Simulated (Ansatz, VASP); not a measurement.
# One calculation of C, two programs

```xyz
2
Lattice="0.0000 1.7784 1.7784 1.7784 0.0000 1.7784 1.7784 1.7784 0.0000" Properties=species:S:1:pos:R:3 pbc="T T T"
C     0.0000    0.0000    0.0000
C     0.8892    0.8892    0.8892
```

Alike in both runs: functional PBE; dispersion D3(BJ); k mesh 12 × 12 × 12; occupations gaussian, width 0.02 eV; no spin polarisation.

Ansatz relaxed the structure, and its values are those at the end. VASP's run is a single point on that final structure, the one shown.

|  | VASP | Ansatz |
| --- | --- | --- |
| version | VASP 6.6.1 | Ansatz 0.2.0 |
| potentials or method | VASP PAW PBE potentials, release 64 (C), cutoff 520 eV | scalar-relativistic, plane waves, PAW |
| valence electrons in the cell | 8 | 8 |

Ansatz gave:

- gap on the k mesh at the Fermi level (eV): 4.18
- least direct gap on the mesh (eV): 5.62
- pressure (GPa): 0.0

Problem. What did VASP give for the same quantities?

Solution. gap on the k mesh at the Fermi level (eV): 4.17; least direct gap on the mesh (eV): 5.61; pressure (GPa): 0.7.
